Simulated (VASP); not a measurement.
# CdS (Amm2) in VASP: single point with PBE

Aim: the single point of CdS with PBE.

Program: VASP 6.6.1. These are calculated values, not measurements. Logs are shortened: lines on timing, memory, paths and dates and some standing lists are left out, and cuts for length are marked.

## (1) The cell of the first run

The structure is orthorhombic, space group Amm2 (No. 38). Conventional cell: a = 3.455 Å, b = 3.797 Å, c = 6.593 Å, α = 90.00°, β = 90.00°, γ = 90.00°. Within 3.7 Å of Cd (site symmetry mm2) lie 6 S at 2.79 Å and 2 Cd at 3.46 Å. Within 3.7 Å of S (site symmetry mm2) lie 6 Cd at 2.79 Å and 2 S at 3.46 Å.

## (2) Single point, PBE

INCAR reads:

```
PREC = Accurate ; ENCUT = 500
EDIFF = 1E-6 ; ISMEAR = 0
SIGMA = 0.15 ; LREAL = F
LASPH = T ; NELM = 120
ALGO = Normal ; ISIF = 2
LWAVE = F ; LCHARG = T
GGA = PE ; LELF = T
LVHAR = T ; NBANDS = 16
GGA_COMPAT = F
```

KPOINTS reads:

```
Automatic mesh
0
Gamma
  3 5 5
```

POSCAR reads:

```
CdS
1.0
    3.4552916963      0.0000000000      0.0000000000
    0.0000000000      1.8985733225      3.2967322842
    0.0000000000     -1.8985733225      3.2967322842
Cd S
1 1
Direct
    0.5000000000      0.6665746413      0.6665746413
    0.0000000000      0.3334253587      0.3334253587
```

Potentials or basis: VASP PAW PBE potentials, release 64 (Cd, S).

Run with:

```bash
$ cat potpaw_PBE.64/Cd/POTCAR potpaw_PBE.64/S/POTCAR > POTCAR
$ mpirun -np 1 vasp_std > vasp.out
```

OUTCAR:

```text
PREC = Accurate
   ENCUT = 500
   EDIFF = 1E-6
   ISMEAR = 0
   LREAL = F
   LASPH = T
   NELM = 120
   ISIF = 2
   GGA = PE

 ion  position               nearest neighbor table
   1  0.500  0.667  0.667-   2 2.79   2 2.79   2 2.79   2 2.79   2 2.79   2 2.79
   2  0.000  0.333  0.333-   1 2.79   1 2.79   1 2.79   1 2.79   1 2.79   1 2.79

  LATTYP: Found a base centered orthorhombic cell.
 ALAT       =     3.7971466450
 B/A-ratio  =     1.7364261075
 C/A-ratio  =     0.9099705698

  Lattice vectors:

 A1 = (   0.0000000000,   1.8985733225,  -3.2967322842)
 A2 = (   0.0000000000,   1.8985733225,   3.2967322842)
 A3 = (   3.4552916963,   0.0000000000,   0.0000000000)

Analysis of symmetry for initial positions (statically):
=====================================================================
 Subroutine PRICEL returns:
 Original cell was already a primitive cell.

 Routine SETGRP: Setting up the symmetry group for a
 base centered orthorhombic supercell.

 Subroutine GETGRP returns: Found  4 space group operations
 (whereof  4 operations were pure point group operations)
 out of a pool of  8 trial point group operations.

The static configuration has the point symmetry C_2v.

Analysis of symmetry for dynamics (positions and initial velocities):
=====================================================================
 Subroutine PRICEL returns:
 Original cell was already a primitive cell.

 Routine SETGRP: Setting up the symmetry group for a
 base centered orthorhombic supercell.

 Subroutine GETGRP returns: Found  4 space group operations
 (whereof  4 operations were pure point group operations)
 out of a pool of  8 trial point group operations.

The dynamic configuration has the point symmetry C_2v.

 Subroutine INISYM returns: Found  4 space group operations
 (whereof  4 operations are pure point group operations),
 and found     1 'primitive' translations

----------------------------------------------------------------------------------------

                                     Primitive cell

  volume of cell :      43.2539

  direct lattice vectors                    reciprocal lattice vectors
     3.455291696  0.000000000  0.000000000     0.289411166  0.000000000  0.000000000
     0.000000000  1.898573323  3.296732284     0.000000000  0.263355644  0.151665333
     0.000000000 -1.898573323  3.296732284     0.000000000 -0.263355644  0.151665333

  length of vectors
     3.455291696  3.804342836  3.804342836     0.289411166  0.303905526  0.303905526

  position of ions in fractional coordinates (direct lattice)
     0.500000000  0.666574641  0.666574641
     0.000000000  0.333425359  0.333425359

  ion indices of the primitive-cell ions
   primitive index   ion index
                 1           1
                 2           2

----------------------------------------------------------------------------------------

 KPOINTS: Automatic mesh

Automatic generation of k-mesh.
 Grid dimensions read from file:
 generate k-points for:    3    5    5

 Generating k-lattice:

  Cartesian coordinates                     Fractional coordinates (reciprocal lattice)
     0.096470389  0.000000000  0.000000000     0.333333333  0.000000000  0.000000000
     0.000000000  0.052671129  0.030333067     0.000000000  0.200000000 -0.000000000
     0.000000000 -0.052671129  0.030333067     0.000000000 -0.000000000  0.200000000

  Length of vectors
     0.096470389  0.060781105  0.060781105

  Shift w.r.t. Gamma in fractional coordinates (k-lattice)
     0.000000000  0.000000000  0.000000000

 Subroutine IBZKPT returns following result:
 ===========================================

 Found     18 irreducible k-points:

 Following reciprocal coordinates:
            Coordinates               Weight
  0.000000  0.000000  0.000000      1.000000
  0.333333  0.000000  0.000000      2.000000
  0.000000  0.200000  0.000000      4.000000
  0.333333  0.200000  0.000000      8.000000
  0.000000  0.400000  0.000000      4.000000
  0.333333  0.400000  0.000000      8.000000
[... 10 lines left out ...]
  0.000000 -0.400000  0.400000      2.000000
  0.333333 -0.400000  0.400000      4.000000
   k-points           NKPTS =     18   k-points in BZ     NKDIM =     18   number of bands    NBANDS=     16
   number of dos      NEDOS =    301   number of ions     NIONS =      2
   total plane-waves  NPLWV =  21952
   dimension x,y,z NGX =    28 NGY =   28 NGZ =   28
   dimension x,y,z NGXF=    56 NGYF=   56 NGZF=   56
   ions per type =               1   1
   NGX,Y,Z   is equivalent  to a cutoff of  13.47, 12.24, 12.24 a.u.
   NGXF,Y,Z  is equivalent  to a cutoff of  26.94, 24.47, 24.47 a.u.
 SYSTEM =  unknown system
   PREC   = accura    normal or accurate (medium, high low for compatibility)
   ISTART =      0    job   : 0-new  1-cont  2-samecut
   ICHARG =      2    charge: 1-file 2-atom 10-const
   ISPIN  =      1    spin polarized calculation?
   LNONCOLLINEAR =      F non collinear calculations
   LSORBIT =      F    spin-orbit coupling
   LASPH  =      T    aspherical Exc in radial PAW
   ENCUT  =  500.0 eV  36.75 Ry    6.06 a.u.   6.30  6.94  6.94*2*pi/ulx,y,z
   NELM   =    120;   NELMIN=  2; NELMDL= -5     # of ELM steps
   EDIFF  = 0.1E-05   stopping-criterion for ELM
   LREAL  =      F    real-space projection
   EDIFFG = 0.1E-04   stopping-criterion for IOM
   NSW    =      0    number of steps for IOM
   IBRION =     -1    ionic relax: 0-MD 1-quasi-New 2-CG
   NFREE  =      0    steps in history (QN), initial steepest desc. (CG)
   ISIF   =      2    stress and relaxation
   ISYM   =      2    0-nonsym 1-usesym 2-fastsym
   POTIM  = 0.5000    time-step for ionic-motion
   TEBEG  =    0.0;   TEEND  =   0.0 temperature during run
   PSTRESS=    0.0 pullay stress
   NELECT =      18.0000    total number of electrons
   NUPDOWN=      -1.0000    fix difference up-down
   EMIN   =  10.00;   EMAX   =-10.00  energy-range for DOS
   EFERMI =   0.00;   METHOD = LEGACY
   ISMEAR =     0;   SIGMA  =   0.15  broadening in eV -4-tet -1-fermi 0-gaus
   EFERMI_NEDOS =   21; number of points for ismear=-14 and -15
   IALGO  =     38    algorithm
   IMIX   =      4    mixing-type and parameters
     AMIX     =   0.40;   BMIX     =  1.00
     AMIX_MAG =   1.60;   BMIX_MAG =  1.00
  volume/ion in A,a.u.               =      21.63       145.95
  Fermi-wavevector in a.u.,A,eV,Ry     =   1.222242  2.309702 20.325398  1.493875
  Thomas-Fermi vector in A             =   2.357395
   LORBIT       =      0    0 simple, 1 ext, 2 COOP (PROOUT), +10 PAW based schemes
   GGA     = PE    functional components
   LHFCALC =     F    Hartree Fock is set to
   AEXX    =    0.0000 exact exchange contribution
   IVDW    =     0    specifies the selected vdW correction
   LEPSILON=     F    determine dielectric tensor
   LRPA    =     F    only Hartree local field effects (RPA)
 non-spin polarized calculation
 Gauss-broadening in eV      SIGMA  =   0.15
  energy-cutoff  :      500.00
  volume of cell :       43.25
 maximum number of plane-waves:      1107
 NGX is ok and might be reduce to    28
   NGX = 13   NGY = 13   NGZ = 13

 number of electron      17.9999998 magnetization

 Free energy of the ion-electron system (eV)
  ---------------------------------------------------
  ext. energy  EPLUGINS =         0.00000000
  ---------------------------------------------------
  free energy    TOTEN  =        -5.41177345 eV

  energy without entropy =       -5.40746459  energy(sigma->0) =       -5.40961902

 E-fermi :   3.1072     XC(G=0): -10.1029

 val. band max:        3.0042944991   @ k =   0.0000  -0.4000   0.2000
 cond. band min:       4.3515168786   @ k =   0.3333  -0.4000   0.4000
 fundamental gap:      1.3472223795
 Fermi energy:         3.1071601081

 k-point     1 :       0.0000    0.0000    0.0000
  band No.  band energies     occupation
      1     -10.0149      2.00000
      2      -5.4532      2.00000
      3      -5.3503      2.00000
      4      -5.3472      2.00000
      5      -5.0227      2.00000
      6      -5.0225      2.00000
[... 8 lines left out ...]
     15      15.0736      0.00000
     16      16.6232      0.00000

 k-point     2 :       0.3333    0.0000    0.0000
  band No.  band energies     occupation
      1      -9.3211      2.00000
      2      -5.2881      2.00000
      3      -5.2857      2.00000
      4      -5.2599      2.00000
      5      -5.2075      2.00000
      6      -5.2064      2.00000
[... 8 lines left out ...]
     15      13.3049      0.00000
     16      14.6504      0.00000

 k-point     3 :       0.0000    0.2000    0.0000
  band No.  band energies     occupation
      1      -9.7661      2.00000
      2      -5.4613      2.00000
      3      -5.2904      2.00000
      4      -5.2515      2.00000
      5      -5.0995      2.00000
      6      -5.0341      2.00000
[... 8 lines left out ...]
     15      16.0146      0.00000
     16      16.5199      0.00000

 k-point     4 :       0.3333    0.2000    0.0000
  band No.  band energies     occupation
      1      -9.1763      2.00000
      2      -5.3501      2.00000
      3      -5.2767      2.00000
      4      -5.1712      2.00000
      5      -5.1467      2.00000
      6      -5.1333      2.00000
[... 8 lines left out ...]
     15      13.6785      0.00000
     16      15.5951      0.00000

 k-point     5 :       0.0000    0.4000    0.0000
  band No.  band energies     occupation
      1      -9.3063      2.00000
      2      -5.4496      2.00000
      3      -5.2156      2.00000
      4      -5.1296      2.00000
      5      -5.0807      2.00000
      6      -5.0527      2.00000
[... 8 lines left out ...]
     15      16.1448      0.00000
     16      16.3674      0.00000

 k-point     6 :       0.3333    0.4000    0.0000
  band No.  band energies     occupation
      1      -8.9302      2.00000
      2      -5.4683      2.00000
      3      -5.3219      2.00000
      4      -5.0473      2.00000
      5      -5.0437      2.00000
      6      -4.8109      2.00000
[... 8 lines left out ...]
     15      15.9585      0.00000
     16      16.1251      0.00000

 k-point     7 :       0.0000    0.2000    0.2000
  band No.  band energies     occupation
      1      -9.7673      2.00000
      2      -5.4619      2.00000
      3      -5.2921      2.00000
      4      -5.2502      2.00000
      5      -5.0994      2.00000
      6      -5.0338      2.00000
[... 8 lines left out ...]
     15      16.0009      0.00000
     16      16.5346      0.00000

 k-point     8 :       0.3333    0.2000    0.2000
  band No.  band energies     occupation
      1      -9.1776      2.00000
      2      -5.3512      2.00000
      3      -5.2756      2.00000
      4      -5.1701      2.00000
      5      -5.1472      2.00000
      6      -5.1337      2.00000
[... 8 lines left out ...]
     15      13.6964      0.00000
     16      15.6098      0.00000

 k-point     9 :       0.0000    0.4000    0.2000
  band No.  band energies     occupation
      1      -9.4058      2.00000
      2      -5.4523      2.00000
      3      -5.2304      2.00000
      4      -5.1798      2.00000
      5      -5.0635      2.00000
      6      -5.0572      2.00000
[... 8 lines left out ...]
     15      15.4784      0.00000
     16      15.5521      0.00000
[... 58 lines left out ...]
 k-point    13 :       0.0000   -0.2000    0.2000
  band No.  band energies     occupation
      1      -9.4035      2.00000
      2      -5.4521      2.00000
      3      -5.2303      2.00000
      4      -5.1807      2.00000
      5      -5.0633      2.00000
      6      -5.0557      2.00000
[... 8 lines left out ...]
     15      15.4807      0.00000
     16      15.5374      0.00000

 k-point    14 :       0.3333   -0.2000    0.2000
  band No.  band energies     occupation
      1      -8.9778      2.00000
      2      -5.4125      2.00000
      3      -5.3235      2.00000
      4      -5.1552      2.00000
      5      -5.0397      2.00000
      6      -4.8627      2.00000
[... 8 lines left out ...]
     15      15.7215      0.00000
     16      16.6090      0.00000

 k-point    15 :       0.0000    0.4000    0.4000
  band No.  band energies     occupation
      1      -9.3097      2.00000
      2      -5.4503      2.00000
      3      -5.2152      2.00000
      4      -5.1319      2.00000
      5      -5.0814      2.00000
      6      -5.0521      2.00000
[... 8 lines left out ...]
     15      16.1357      0.00000
     16      16.3860      0.00000

 k-point    16 :       0.3333    0.4000    0.4000
  band No.  band energies     occupation
      1      -8.9337      2.00000
      2      -5.4681      2.00000
      3      -5.3202      2.00000
      4      -5.0477      2.00000
      5      -5.0443      2.00000
      6      -4.8109      2.00000
[... 8 lines left out ...]
     15      15.9678      0.00000
     16      16.1259      0.00000

 k-point    17 :       0.0000   -0.4000    0.4000
  band No.  band energies     occupation
      1      -9.1594      2.00000
      2      -5.4335      2.00000
      3      -5.2206      2.00000
      4      -5.1606      2.00000
      5      -5.0879      2.00000
      6      -4.9003      2.00000
[... 8 lines left out ...]
     15      14.7271      0.00000
     16      15.1456      0.00000

 k-point    18 :       0.3333   -0.4000    0.4000
  band No.  band energies     occupation
      1      -8.8532      2.00000
      2      -5.4600      2.00000
      3      -5.3690      2.00000
      4      -5.0967      2.00000
      5      -5.0035      2.00000
      6      -4.6274      2.00000
[... 8 lines left out ...]
     15      16.2087      0.00000
     16      17.4875      0.00000

------------------------ aborting loop because EDIFF is reached ----------------------------------------

  FORCE on cell =-STRESS in cart. coord.  units (eV):
  Direction    XX          YY          ZZ          XY          YZ          ZX
  --------------------------------------------------------------------------------------
  -------------------------------------------------------------------------------------
  Total        0.0382557      0.0934511      0.0525835      0.0000000      0.0000000      0.0000000
  in kB        1.4170365      3.4615401      1.9477538      0.0000000      0.0000000      0.0000000
  external PRESSURE =       2.2754435 kB  Pullay stress =       0.0000000 kB

 VOLUME and BASIS-vectors are now :
 -----------------------------------------------------------------------------
  energy-cutoff  :      500.00
  volume of cell :       43.25
      direct lattice vectors                 reciprocal lattice vectors
     3.455291696  0.000000000  0.000000000     0.289411166  0.000000000  0.000000000
     0.000000000  1.898573323  3.296732284     0.000000000  0.263355644  0.151665333
     0.000000000 -1.898573323  3.296732284     0.000000000 -0.263355644  0.151665333

 POSITION                                       TOTAL-FORCE (eV/Angst)
 -----------------------------------------------------------------------------------
      1.72765      0.00000      4.39504         0.000000      0.000000      0.000715
      0.00000      0.00000      2.19843         0.000000      0.000000     -0.000715
 -----------------------------------------------------------------------------------
    total drift:                                0.000000     -0.000000     -0.000143

  FREE ENERGIE OF THE ION-ELECTRON SYSTEM (eV)
  ---------------------------------------------------
  free  energy   TOTEN  =        -5.4117734473 eV

  energy  without entropy=       -5.4074645855  energy(sigma->0) =       -5.40961902
```

Run time: 23 s. Hardware: 1 thread of Intel Xeon 8259CL, shared host; peak memory 0.16 GiB.

What came out:

- Free energy: -5.4118 eV
- Pressure: 0.2 GPa
- Band gap on the k mesh: zero (band 9 reaches 3.00 eV, above the bottom of band 10 at 2.68 eV)

Caveat: the k points lie up to 0.61 Å⁻¹ apart.
